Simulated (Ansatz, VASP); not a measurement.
## One calculation of LiH, two programs

```
Li H
1.0
     0.00000    2.06807    2.06807
     2.06807    0.00000    2.06807
     2.06807    2.06807    0.00000
Li H
1 1
Direct
  0.00000 0.00000 0.00000
  0.50000 0.50000 0.50000
```

Alike in both runs: task single point; functional PBE; k mesh 10 × 10 × 10; occupations gaussian, width 0.02 eV; no spin polarisation.

|  | VASP | Ansatz |
| --- | --- | --- |
| version | VASP 6.6.1 | Ansatz 0.2.0 |
| potentials or method | VASP PAW PBE potentials, release 64 (Li_sv, H), cutoff 520 eV | scalar-relativistic, plane waves, PAW |
| valence electrons in the cell | 4 | 4 |

|  | VASP | Ansatz | Ansatz less VASP |
| --- | --- | --- | --- |
| gap on the k mesh at the Fermi level (eV) | 3.04 | 3.05 | +0.007 |
| least direct gap on the mesh (eV) | 3.04 | 3.05 | +0.007 |

Noted on VASP's run: the cutoff is short for stress, so the pressure is rough.
